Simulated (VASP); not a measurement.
# Re in VASP: notebook, part 2 of 2

VASP 6.6.1. Earlier steps stand in the parts before.

## 3. Electric field gradients, PBE (equal xy, yz and zx shear strains of -3 %)

INCAR reads:

```
SYSTEM = Re
PREC = Accurate
ENCUT = 520
EDIFF = 1E-8
ISMEAR = -1
SIGMA = 0.03
LREAL = .FALSE.
LASPH = .TRUE.
NELM = 60
ALGO = Normal
ISIF = 2
LWAVE = .FALSE.
LCHARG = .FALSE.
GGA = PE
LEFG = .TRUE.
NBANDS = 10
```

KPOINTS reads:

```
Automatic mesh
0
G
  14 14 14
  0 0 0
```

POSCAR reads:

```
Re
1.0
   -0.0592500000      1.9453750000      1.9453750000
    1.9453750000     -0.0592500000      1.9453750000
    1.9453750000      1.9453750000     -0.0592500000
Re
1
Direct
    0.0000000000      0.0000000000      0.0000000000
```

Potentials or basis: VASP PAW PBE potentials, release 64 (Re).

Run with:

```bash
$ cat potpaw_PBE.64/Re/POTCAR > POTCAR
$ mpirun -np 1 vasp_std > vasp.out
```

OUTCAR:

```text
SYSTEM = Re
   PREC = Accurate
   ENCUT = 520
   EDIFF = 1E-8
   ISMEAR = -1
   LREAL = .FALSE.
   LASPH = .TRUE.
   NELM = 60
   ISIF = 2
   GGA = PE

 ion  position               nearest neighbor table
   1  0.000  0.000  0.000-

  LATTYP: Found a trigonal (rhomboedric) cell.
 ALAT       =     2.7518136463
 COS(alpha) =     0.4693254694

  Lattice vectors:

 A1 = (  -0.0592500000,   1.9453750000,   1.9453750000)
 A2 = (   1.9453750000,  -0.0592500000,   1.9453750000)
 A3 = (   1.9453750000,   1.9453750000,  -0.0592500000)

Analysis of symmetry for initial positions (statically):
=====================================================================
 Subroutine PRICEL returns:
 Original cell was already a primitive cell.

 Routine SETGRP: Setting up the symmetry group for a
 trigonal (rhombohedral) supercell.

 Subroutine GETGRP returns: Found 12 space group operations
 (whereof 12 operations were pure point group operations)
 out of a pool of 12 trial point group operations.

The static configuration has the point symmetry D_3d.

Analysis of symmetry for dynamics (positions and initial velocities):
=====================================================================
 Subroutine PRICEL returns:
 Original cell was already a primitive cell.

 Routine SETGRP: Setting up the symmetry group for a
 trigonal (rhombohedral) supercell.

 Subroutine GETGRP returns: Found 12 space group operations
 (whereof 12 operations were pure point group operations)
 out of a pool of 12 trial point group operations.

[... 157 lines left out ...]
      4       6.3529      2.00000
      5       8.8154      0.00000
      6       8.8154      0.00000
      7      21.4490      0.00000
      8      26.4539      0.00000
      9      26.4539      0.00000
     10      27.8054      0.00000
[... 287 lines left out ...]
 k-point    24 :       0.2857    0.1429   -0.0000
  band No.  band energies     occupation
      1       0.5086      2.00000
      2       4.1822      2.00000
      3       5.9127      2.00000
      4       7.2424      1.99999
      5       8.2681      0.00000
      6       9.8740      0.00000
      7      22.5548      0.00000
      8      25.5753      0.00000
      9      27.8827      0.00000
     10      28.6841      0.00000

 [... further k-points ...]

------------------------ aborting loop because EDIFF is reached ----------------------------------------

  FORCE on cell =-STRESS in cart. coord.  units (eV):
  Direction    XX          YY          ZZ          XY          YZ          ZX
  --------------------------------------------------------------------------------------
  -------------------------------------------------------------------------------------
  Total       -0.8583542     -0.8583542     -0.8583542      0.5048379      0.5048379      0.5048379
  in kB      -89.3186216    -89.3186216    -89.3186216     52.5324211     52.5324211     52.5324211
  external PRESSURE =     -89.3186216 kB  Pullay stress =       0.0000000 kB

 VOLUME and BASIS-vectors are now :
 -----------------------------------------------------------------------------
  energy-cutoff  :      520.00
  volume of cell :       15.40
      direct lattice vectors                 reciprocal lattice vectors
    -0.059250000  1.945375000  1.945375000    -0.245566149  0.253280269  0.253280269
     1.945375000 -0.059250000  1.945375000     0.253280269 -0.245566149  0.253280269
     1.945375000  1.945375000 -0.059250000     0.253280269  0.253280269 -0.245566149

 POSITION                                       TOTAL-FORCE (eV/Angst)
 -----------------------------------------------------------------------------------
      0.00000      0.00000      0.00000         0.000000     -0.000000     -0.000000
 -----------------------------------------------------------------------------------
    total drift:                                0.000000      0.000000     -0.000000

  FREE ENERGIE OF THE ION-ELECTRON SYSTEM (eV)
  ---------------------------------------------------
  free  energy   TOTEN  =       -12.3244694091 eV

  energy  without entropy=      -12.3217501821  energy(sigma->0) =      -12.32310980

 Electric field gradients (V/A^2)
---------------------------------------------------------------------
 ion       V_xx      V_yy      V_zz      V_xy      V_xz      V_yz
---------------------------------------------------------------------
   1      -0.000    -0.000     0.000   -43.690   -43.690   -43.690
---------------------------------------------------------------------

 Electric field gradients after diagonalization (V/A^2)
 (convention: |V_zz| > |V_xx| > |V_yy|)
----------------------------------------------------------------------
 ion       V_xx      V_yy      V_zz     asymmetry (V_yy - V_xx)/ V_zz
----------------------------------------------------------------------
   1      43.690    43.690   -87.380       0.000
----------------------------------------------------------------------

           NMR quadrupolar parameters

 Cq : quadrupolar parameter    Cq=e*Q*V_zz/h
 eta: asymmetry parameters     (V_yy - V_xx)/ V_zz
 Q  : nuclear electric quadrupole moment in mb (millibarn)
----------------------------------------------------------------------
 ion       Cq(MHz)       eta       Q (mb)
----------------------------------------------------------------------
   1      -0.211       0.000       1.000
----------------------------------------------------------------------
```

OSZICAR:

```text
N       E                     dE             d eps       ncg     rms          rms(c)
DAV:   1     0.507226751769E+01    0.50723E+01   -0.34152E+03  9058   0.774E+02
DAV:   2    -0.126459797094E+02   -0.17718E+02   -0.16380E+02  8808   0.160E+02
DAV:   3    -0.130581396272E+02   -0.41216E+00   -0.39308E+00  9482   0.413E+01
DAV:   4    -0.130604706746E+02   -0.23310E-02   -0.23292E-02  9318   0.151E+00
DAV:   5    -0.130604750406E+02   -0.43659E-05   -0.43653E-05  8488   0.332E-02    0.277E+01
DAV:   6    -0.125114189239E+02    0.54906E+00   -0.48504E-01  9092   0.187E+01    0.107E+01
DAV:   7    -0.123308183238E+02    0.18060E+00   -0.34634E-01  9148   0.150E+01    0.917E-01
DAV:   8    -0.123248974301E+02    0.59209E-02   -0.32804E-03  8604   0.503E-01    0.181E-01
DAV:   9    -0.123244596822E+02    0.43775E-03   -0.43200E-04  8912   0.222E-01    0.204E-02
DAV:  10    -0.123244691306E+02   -0.94484E-05   -0.13158E-05  8498   0.289E-02    0.594E-03
DAV:  11    -0.123244696879E+02   -0.55727E-06   -0.27182E-07  6984   0.126E-02    0.194E-03
DAV:  12    -0.123244694469E+02    0.24093E-06   -0.33449E-08  7074   0.289E-03    0.508E-04
DAV:  13    -0.123244694147E+02    0.32226E-07   -0.14223E-09  3990   0.114E-03    0.140E-04
DAV:  14    -0.123244694091E+02    0.55672E-08   -0.49617E-10  3772   0.375E-04
   1 F= -.12324469E+02 E0= -.12323110E+02  d E =-.271923E-02
```

stdout:

```text
POSCAR found type information on POSCAR Re
 POSCAR found :  1 types and       1 ions
 scaLAPACK will be used
 LDA part: xc-table for (Slater+PW92), standard interpolation
 POSCAR, INCAR and KPOINTS ok, starting setup
 FFT: planning ... GRIDC
 FFT: planning ... GRID_SOFT
 FFT: planning ... GRID
 WAVECAR not read
 entering main loop
ion   1
```

Run time: 27 s. Hardware: 1 thread of Intel Xeon Platinum 8375C at 2.90GHz (Ice Lake), shared host; peak memory 0.16 GiB.

Results:

* Free energy: -12.3245 eV
* Pressure: -8.9 GPa
* Band gap on the k mesh: zero (an odd number of electrons rules out a gap without spin polarisation)
* Largest electric field gradient by atom: Re -87.4 V/Å²

Electric field gradients, principal values (V/Å²):
```
atom   least  middle  greatest (by size)
1 Re  43.690  43.690             -87.380
```

Caveat: the cell differs from its parent crystal (equal xy, yz and zx shear strains of -3 %); the cell stands under tension; without QUAD_EFG the Cq values of the log hold for a quadrupole moment of 1 mb, not for the nuclei; spin-orbit coupling is left out, which moves the levels of the heavy elements.

## 4. Electric field gradients, PBE (equal xy, yz and zx shear strains of -1 %)

INCAR reads:

```
SYSTEM = Re
ALGO = Normal
EDIFF = 1E-8
ENCUT = 520
GGA = PE
ISIF = 2
ISMEAR = -1
LASPH = .True.
LCHARG = .False.
LEFG = .True.
LREAL = .False.
LWAVE = .False.
NBANDS = 10
NELM = 60
PREC = Accurate
SIGMA = 0.03
```

KPOINTS reads:

```
k-points
0
Gamma
  14 14 14
  0 0 0
```

POSCAR reads:

```
Re
1.0
   -0.0197500000      1.9651250000      1.9651250000
    1.9651250000     -0.0197500000      1.9651250000
    1.9651250000      1.9651250000     -0.0197500000
Re
1
Direct
    0.0000000000      0.0000000000      0.0000000000
```

Potentials or basis: VASP PAW PBE potentials, release 64 (Re).

Run with:

```bash
$ cat potpaw_PBE.64/Re/POTCAR > POTCAR
$ mpirun -np 1 vasp_std > vasp.out
```

OUTCAR:

```text
SYSTEM = Re
   EDIFF = 1E-8
   ENCUT = 520
   GGA = PE
   ISIF = 2
   ISMEAR = -1
   LASPH = .True.
   LREAL = .False.
   NELM = 60
   PREC = Accurate

 ion  position               nearest neighbor table
   1  0.000  0.000  0.000-

  LATTYP: Found a trigonal (rhomboedric) cell.
 ALAT       =     2.7791766036
 COS(alpha) =     0.4899250057

  Lattice vectors:

 A1 = (  -0.0197500000,   1.9651250000,   1.9651250000)
 A2 = (   1.9651250000,  -0.0197500000,   1.9651250000)
 A3 = (   1.9651250000,   1.9651250000,  -0.0197500000)

Analysis of symmetry for initial positions (statically):
=====================================================================
 Subroutine PRICEL returns:
 Original cell was already a primitive cell.

 Routine SETGRP: Setting up the symmetry group for a
[... 495 lines left out ...]
  external PRESSURE =     -96.9631379 kB  Pullay stress =       0.0000000 kB

 VOLUME and BASIS-vectors are now :
 -----------------------------------------------------------------------------
  energy-cutoff  :      520.00
  volume of cell :       15.41
      direct lattice vectors                 reciprocal lattice vectors
    -0.019750000  1.965125000  1.965125000    -0.250632784  0.253177279  0.253177279
     1.965125000 -0.019750000  1.965125000     0.253177279 -0.250632784  0.253177279
     1.965125000  1.965125000 -0.019750000     0.253177279  0.253177279 -0.250632784

 POSITION                                       TOTAL-FORCE (eV/Angst)
 -----------------------------------------------------------------------------------
      0.00000      0.00000      0.00000         0.000000     -0.000000      0.000000
 -----------------------------------------------------------------------------------
    total drift:                               -0.000000      0.000000      0.000000

  FREE ENERGIE OF THE ION-ELECTRON SYSTEM (eV)
  ---------------------------------------------------
  free  energy   TOTEN  =       -12.3427130823 eV

  energy  without entropy=      -12.3391740269  energy(sigma->0) =      -12.34094355

 Electric field gradients (V/A^2)
---------------------------------------------------------------------
 ion       V_xx      V_yy      V_zz      V_xy      V_xz      V_yz
---------------------------------------------------------------------
   1       0.000    -0.000     0.000   -16.950   -16.950   -16.950
---------------------------------------------------------------------

 Electric field gradients after diagonalization (V/A^2)
 (convention: |V_zz| > |V_xx| > |V_yy|)
----------------------------------------------------------------------
 ion       V_xx      V_yy      V_zz     asymmetry (V_yy - V_xx)/ V_zz
----------------------------------------------------------------------
   1      16.950    16.950   -33.900       0.000
----------------------------------------------------------------------

           NMR quadrupolar parameters

 Cq : quadrupolar parameter    Cq=e*Q*V_zz/h
 eta: asymmetry parameters     (V_yy - V_xx)/ V_zz
 Q  : nuclear electric quadrupole moment in mb (millibarn)
----------------------------------------------------------------------
 ion       Cq(MHz)       eta       Q (mb)
----------------------------------------------------------------------
   1      -0.082       0.000       1.000
----------------------------------------------------------------------
```

It took 37 s on 1 thread of Intel Xeon Platinum 8375C at 2.90GHz (Ice Lake), shared host; peak memory 0.17 GiB.

Results:

```
Free energy                             : -12.3427 eV
Pressure                                : -9.7 GPa
Band gap on the k mesh                  : zero (an odd number of electrons rules out a gap without spin polarisation)
Largest electric field gradient by atom : Re -33.9 V/Å²
```

Stress tensor (GPa, compression positive):
```
-9.70  1.33  1.33
 1.33 -9.70  1.33
 1.33  1.33 -9.70
```

Electric field gradients, principal values (V/Å²):
| atom | least | middle | greatest (by size) |
| --- | --- | --- | --- |
| 1 Re | 16.950 | 16.950 | -33.900 |

Caveat: the cell differs from its parent crystal (equal xy, yz and zx shear strains of -1 %); the cell stands under tension; without QUAD_EFG the Cq values of the log hold for a quadrupole moment of 1 mb, not for the nuclei; spin-orbit coupling is left out, which moves the levels of the heavy elements.

## 5. Summary

```tsv
cell	gap on the mesh (eV)	pressure (GPa)
a = 2.765, b = 2.765, c = 2.737 Å, angles 60.3, 60.3, 59.3°, 1 atom	none	4.5
a = 2.752 Å, angles 62.0°, 1 atom	none	-8.9
a = 2.779 Å, angles 60.7°, 1 atom	none	-9.7
```

Alike in all rows: task electric field gradients; level PBE; potentials or basis VASP PAW PBE potentials, release 64 (Re); no spin polarisation; k mesh 14 × 14 × 14; cutoff (eV) 520; smearing fermi-dirac 0.03 eV.

Caveats: spin-orbit coupling is left out, which moves the levels of the heavy elements; the cell stands under tension (at least some runs); the cell stands under pressure (at least some runs).

Total energies depend on the potentials used, so only differences within one code and one set of settings carry meaning.
